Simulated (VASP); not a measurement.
# BN (P1) in VASP: a series of runs, part 2 of 2

VASP 6.6.1. Earlier steps stand in the parts before.

## Step 3: Single point, PBE (mode 4 frozen in at +0.000 Å and mode 5 at -0.051 Å (largest displacements))

File INCAR:

```
PREC = Accurate
ENCUT = 520
EDIFF = 1E-6
ISMEAR = 0
SIGMA = 0.05
LREAL = F
LASPH = T
NELM = 100
ALGO = Normal
ISIF = 2
LWAVE = F
LCHARG = F
GGA = PE
NBANDS = 16
```

File KPOINTS:

```
Automatic mesh
0
Gamma
  6 6 6
```

File POSCAR:

```
BN
1.0
    0.0000000000     -1.8123937734     -1.8123937734
   -1.8123937734      0.0000000000     -1.8123937734
    1.8123937734      1.8123937734     -3.6247875468
B N
2 2
Direct
    0.0219325928     -0.0068110190      0.0000000000
    0.4780674072      0.5068110190      0.5000000000
    0.3974450548      0.3680298393      0.8750000000
    0.8525549452      0.8819701607      0.3750000000
```

Potentials or basis: VASP PAW PBE potentials, release 64 (B, N).

The run is started by

```sh
$ cat potpaw_PBE.64/B/POTCAR potpaw_PBE.64/N/POTCAR > POTCAR
$ mpirun -np 1 vasp_std > vasp.out
```

OUTCAR:

```text
PREC = Accurate
   ENCUT = 520
   EDIFF = 1E-6
   ISMEAR = 0
   LREAL = F
   LASPH = T
   NELM = 100
   ISIF = 2
   GGA = PE

 ion  position               nearest neighbor table
   1  0.022  0.993  0.000-   3 1.57   3 1.57   3 1.57   4 1.57
   2  0.478  0.507  0.500-   4 1.57   4 1.57   4 1.57   3 1.57
   3  0.397  0.368  0.875-   1 1.57   1 1.57   1 1.57   2 1.57
   4  0.853  0.882  0.375-   2 1.57   2 1.57   2 1.57   1 1.57

  LATTYP: Found a trigonal (rhomboedric) cell.
 ALAT       =     4.4394399578
 COS(alpha) =     0.8333333333

  Lattice vectors:

 A1 = (   1.8123937734,   3.6247875468,  -1.8123937734)
 A2 = (   3.6247875468,   1.8123937734,  -1.8123937734)
 A3 = (   1.8123937734,   1.8123937734,  -3.6247875468)

Analysis of symmetry for initial positions (statically):
=====================================================================
 Subroutine PRICEL returns:
 Original cell was already a primitive cell.

 Routine SETGRP: Setting up the symmetry group for a
 trigonal (rhombohedral) supercell.

 Subroutine GETGRP returns: Found  1 space group operations
 (whereof  1 operations were pure point group operations)
 out of a pool of 12 trial point group operations.

The static configuration has the point symmetry C_1 .

Analysis of symmetry for dynamics (positions and initial velocities):
=====================================================================
 Subroutine PRICEL returns:
 Original cell was already a primitive cell.

 Routine SETGRP: Setting up the symmetry group for a
 trigonal (rhombohedral) supercell.

 Subroutine GETGRP returns: Found  1 space group operations
 (whereof  1 operations were pure point group operations)
 out of a pool of 12 trial point group operations.

The dynamic configuration has the point symmetry C_1 .

 Subroutine INISYM returns: Found  1 space group operations
 (whereof  1 operations are pure point group operations),
 and found     1 'primitive' translations

----------------------------------------------------------------------------------------

                                     Primitive cell

  volume of cell :      23.8132

  direct lattice vectors                    reciprocal lattice vectors
     0.000000000 -1.812393773 -1.812393773     0.137939119 -0.413817356 -0.137939119
    -1.812393773  0.000000000 -1.812393773    -0.413817356  0.137939119 -0.137939119
     1.812393773  1.812393773 -3.624787547     0.137939119  0.137939119 -0.137939119

  length of vectors
     2.563111855  2.563111855  4.439439958     0.457492301  0.457492301  0.238917562

  position of ions in fractional coordinates (direct lattice)
     0.021932593  0.993188981  0.000000000
     0.478067407  0.506811019  0.500000000
     0.397445055  0.368029839  0.875000000
     0.852554945  0.881970161  0.375000000

  ion indices of the primitive-cell ions
   primitive index   ion index
                 1           1
                 2           2
                 3           3
                 4           4

----------------------------------------------------------------------------------------

 KPOINTS: Automatic mesh

Automatic generation of k-mesh.
 Grid dimensions read from file:
 generate k-points for:    6    6    6

 Generating k-lattice:

  Cartesian coordinates                     Fractional coordinates (reciprocal lattice)
     0.022989853 -0.068969559 -0.022989853     0.166666667  0.000000000 -0.000000000
    -0.068969559  0.022989853 -0.022989853     0.000000000  0.166666667 -0.000000000
     0.022989853  0.022989853 -0.022989853     0.000000000  0.000000000  0.166666667

  Length of vectors
     0.076248717  0.076248717  0.039819594

  Shift w.r.t. Gamma in fractional coordinates (k-lattice)
     0.000000000  0.000000000  0.000000000

 Subroutine IBZKPT returns following result:
 ===========================================

 Found    112 irreducible k-points:

 Following reciprocal coordinates:
            Coordinates               Weight
  0.000000  0.000000  0.000000      1.000000
  0.166667  0.000000  0.000000      2.000000
  0.000000  0.166667  0.000000      2.000000
 -0.166667 -0.166667 -0.166667      2.000000
  0.333333  0.000000 -0.000000      2.000000
  0.000000  0.333333 -0.000000      2.000000
[... 16 lines left out ...]
 -0.166667  0.500000 -0.000000      2.000000
 -0.333333  0.500000  0.500000      2.000000
 [... further k-points ...]
   k-points           NKPTS =    112   k-points in BZ     NKDIM =    112   number of bands    NBANDS=     16
   number of dos      NEDOS =    301   number of ions     NIONS =      4
   total plane-waves  NPLWV =  14400
   dimension x,y,z NGX =    20 NGY =   20 NGZ =   36
   dimension x,y,z NGXF=    40 NGYF=   40 NGZF=   72
   ions per type =               2   2
   NGX,Y,Z   is equivalent  to a cutoff of  12.97, 12.97, 13.48 a.u.
   NGXF,Y,Z  is equivalent  to a cutoff of  25.94, 25.94, 26.96 a.u.
 SYSTEM =  unknown system
   PREC   = accura    normal or accurate (medium, high low for compatibility)
   ISTART =      0    job   : 0-new  1-cont  2-samecut
   ICHARG =      2    charge: 1-file 2-atom 10-const
   ISPIN  =      1    spin polarized calculation?
   LNONCOLLINEAR =      F non collinear calculations
   LSORBIT =      F    spin-orbit coupling
   LASPH  =      T    aspherical Exc in radial PAW
   ENCUT  =  520.0 eV  38.22 Ry    6.18 a.u.   4.77  4.77  8.25*2*pi/ulx,y,z
   NELM   =    100;   NELMIN=  2; NELMDL= -5     # of ELM steps
   EDIFF  = 0.1E-05   stopping-criterion for ELM
   LREAL  =      F    real-space projection
   EDIFFG = 0.1E-04   stopping-criterion for IOM
   NSW    =      0    number of steps for IOM
   IBRION =     -1    ionic relax: 0-MD 1-quasi-New 2-CG
   NFREE  =      0    steps in history (QN), initial steepest desc. (CG)
   ISIF   =      2    stress and relaxation
   ISYM   =      2    0-nonsym 1-usesym 2-fastsym
   POTIM  = 0.5000    time-step for ionic-motion
   TEBEG  =    0.0;   TEEND  =   0.0 temperature during run
   PSTRESS=    0.0 pullay stress
   NELECT =      16.0000    total number of electrons
   NUPDOWN=      -1.0000    fix difference up-down
   EMIN   =  10.00;   EMAX   =-10.00  energy-range for DOS
   EFERMI =   0.00;   METHOD = LEGACY
   ISMEAR =     0;   SIGMA  =   0.05  broadening in eV -4-tet -1-fermi 0-gaus
   EFERMI_NEDOS =   21; number of points for ismear=-14 and -15
   IALGO  =     38    algorithm
   IMIX   =      4    mixing-type and parameters
     AMIX     =   0.40;   BMIX     =  1.00
     AMIX_MAG =   1.60;   BMIX_MAG =  1.00
  volume/ion in A,a.u.               =       5.95        40.17
  Fermi-wavevector in a.u.,A,eV,Ry     =   1.433867  2.709616 27.973240  2.055975
  Thomas-Fermi vector in A             =   2.553338
   LORBIT       =      0    0 simple, 1 ext, 2 COOP (PROOUT), +10 PAW based schemes
   GGA     = PE    functional components
   LHFCALC =     F    Hartree Fock is set to
   AEXX    =    0.0000 exact exchange contribution
   IVDW    =     0    specifies the selected vdW correction
   LEPSILON=     F    determine dielectric tensor
   LRPA    =     F    only Hartree local field effects (RPA)
 non-spin polarized calculation
 Gauss-broadening in eV      SIGMA  =   0.05
  energy-cutoff  :      520.00
  volume of cell :       23.81
 maximum number of plane-waves:       663
   NGX =  9   NGY =  9   NGZ = 17

 number of electron      16.0000002 magnetization

 Free energy of the ion-electron system (eV)
  ---------------------------------------------------
  ext. energy  EPLUGINS =         0.00000000
  ---------------------------------------------------
  free energy    TOTEN  =       -34.84393368 eV

  energy without entropy =      -34.84393368  energy(sigma->0) =      -34.84393368

 E-fermi :   7.5507     XC(G=0): -12.7847

 val. band max:        7.3388678823   @ k =   0.0000   0.0000   0.0000
 cond. band min:      11.7399620007   @ k =   0.5000   0.0000   0.5000
 fundamental gap:      4.4010941184
 Fermi energy:         7.5506714614

 k-point     1 :       0.0000    0.0000    0.0000
  band No.  band energies     occupation
      1     -12.8319      2.00000
      2      -8.6490      2.00000
      3      -3.3026      2.00000
      4       5.3923      2.00000
      5       5.4010      2.00000
      6       7.2732      2.00000
[... 8 lines left out ...]
     15      18.0816      0.00000
     16      22.5162      0.00000
[... 419 lines left out ...]
 k-point    24 :      -0.3333    0.5000    0.5000
  band No.  band energies     occupation
      1      -8.8476      2.00000
      2      -7.5091      2.00000
      3      -1.5937      2.00000
      4      -0.1037      2.00000
      5       1.2818      2.00000
      6       1.9088      2.00000
[... 8 lines left out ...]
     15      22.7304      0.00000
     16      23.5919      0.00000

 [... further k-points ...]
[... 5 lines left out ...]
  --------------------------------------------------------------------------------------
  -------------------------------------------------------------------------------------
  Total        0.0935408     -0.0588946      0.0295509      0.0211755     -0.0331233     -0.0046358
  in kB        6.2935246     -3.9624942      1.9882167      1.4247134     -2.2285735     -0.3118984
  external PRESSURE =       1.4397490 kB  Pullay stress =       0.0000000 kB

 VOLUME and BASIS-vectors are now :
 -----------------------------------------------------------------------------
  energy-cutoff  :      520.00
  volume of cell :       23.81
      direct lattice vectors                 reciprocal lattice vectors
     0.000000000 -1.812393773 -1.812393773     0.137939119 -0.413817356 -0.137939119
    -1.812393773  0.000000000 -1.812393773    -0.413817356  0.137939119 -0.137939119
     1.812393773  1.812393773 -3.624787547     0.137939119  0.137939119 -0.137939119

 POSITION                                       TOTAL-FORCE (eV/Angst)
 -----------------------------------------------------------------------------------
     -1.80005     -0.03975     -1.83980        -0.111204      0.362952      0.252560
     -0.01234      0.03975     -3.59738         0.116712     -0.369569     -0.253032
      0.91883      0.86552     -4.55903        -0.155068      0.491411      0.337712
     -0.91883     -0.86552     -4.50294         0.149560     -0.484794     -0.337240
 -----------------------------------------------------------------------------------
    total drift:                               -0.000020     -0.000034      0.000040

  FREE ENERGIE OF THE ION-ELECTRON SYSTEM (eV)
  ---------------------------------------------------
  free  energy   TOTEN  =       -34.8439336812 eV

  energy  without entropy=      -34.8439336812  energy(sigma->0) =      -34.84393368
```

stdout:

```text
POSCAR found type information on POSCAR B N
 POSCAR found :  2 types and       4 ions
 scaLAPACK will be used
 LDA part: xc-table for (Slater+PW92), standard interpolation
 POSCAR, INCAR and KPOINTS ok, starting setup
 FFT: planning ... GRIDC
 FFT: planning ... GRID_SOFT
 FFT: planning ... GRID
 WAVECAR not read
 entering main loop
```

It took 16 s on 1 thread of Intel Xeon 6975P-C (Granite Rapids), shared host; peak memory 0.15 GiB.

What came out:

* Free energy: -34.8439 eV
* Pressure: 0.1 GPa
* Largest force: 0.616 eV/Å
* Band gap on the k mesh: 4.40 eV

Forces on the atoms (eV/Å):
```
B   -0.111  0.363  0.253
B    0.117 -0.370 -0.253
N   -0.155  0.491  0.338
N    0.150 -0.485 -0.337
```

Levels at points of the mesh, in eV from the valence-band top:
```tsv
k point	band 5	band 6	band 7	band 8	band 9	band 10	band 11	band 12
(0.00, 0.00, 0.00)	-1.94	-0.07	-0.04	0.00	8.66	8.74	8.76	10.06
(0.50, 0.00, 0.00)	-5.29	-4.93	-3.67	-3.64	7.35	7.55	12.36	13.45
(0.00, 0.50, 0.00)	-5.21	-5.10	-3.63	-3.63	7.44	7.50	12.63	12.98
(0.50, 0.50, 0.50)	-5.26	-5.01	-3.65	-3.63	7.40	7.53	12.46	13.24
(0.50, 0.50, 0.00)	-4.89	-4.88	-1.98	-1.93	4.41	9.13	9.96	10.59
(0.00, 0.50, 0.50)	-4.90	-4.87	-2.00	-1.92	4.42	9.18	9.95	10.60
(0.50, 0.00, 0.50)	-4.89	-4.88	-1.96	-1.93	4.40	9.05	9.98	10.63
(0.00, 0.00, 0.50)	-1.24	-1.24	-1.05	-1.05	9.28	9.36	10.00	10.22
```

Caveat: the k points lie up to 0.48 Å⁻¹ apart; the cell differs from its parent crystal (mode 4 frozen in at +0.000 Å and mode 5 at -0.051 Å (largest displacements)). A k mesh can miss the band edges.
